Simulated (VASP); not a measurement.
Write the native input for VASP 6.6.1 that does the following.

```
Task                   : single point
Functional             : PBE
Dispersion             : D3(BJ)
Potentials or basis    : VASP PAW PBE potentials, release 64 (F)
Cutoff                 : 520 eV
k mesh                 : 8 × 8 × 4
Occupations            : gaussian, width 0.05 eV
Spin                   : no spin polarisation
Dipole correction      : no
Further INCAR settings : ALGO = Normal; EDIFF = 1e-07; NBANDS = 22
```

The structure of F lies in POSCAR:

```
F
1.0
    2.8559776965     -1.7793027884      0.3013997065
    2.8559776965      1.7793027884      0.3013997065
   -0.8328976999      0.0000000000      6.7018321406
F
4
Direct
    0.9138648456      0.5855481450      0.0939279973
    0.4144518550      0.0861351544      0.4060720027
    0.0861351544      0.4144518550      0.9060720027
    0.5855481450      0.9138648456      0.5939279973
```

These files were run (other wordings do the same):

INCAR

```
ALGO = Normal ; EDIFF = 1E-7
ENCUT = 520 ; GGA = PE
ISIF = 2 ; ISMEAR = 0
IVDW = 12 ; LASPH = True
LCHARG = False ; LREAL = False
LWAVE = False ; NBANDS = 22
NELM = 60 ; PREC = Accurate
SIGMA = 0.05
```

KPOINTS

```
k-points
0
Gamma
  8 8 4
```

Potentials or basis: VASP PAW PBE potentials, release 64 (F).

Launch:

```sh
$ cat potpaw_PBE.64/F/POTCAR > POTCAR
$ mpirun -np 1 vasp_std > vasp.out
```

It gave:

```yaml
Pressure: 1.1 GPa
Largest_force: 0.719 eV/Å
Band_gap_on_the_k_mesh: 3.06 eV
Dispersion_energy_per_atom: -0.027 eV
```

It took 2.2 min on 1 thread of AMD EPYC 7R13, with other jobs on the host, peak memory 0.2 GiB.
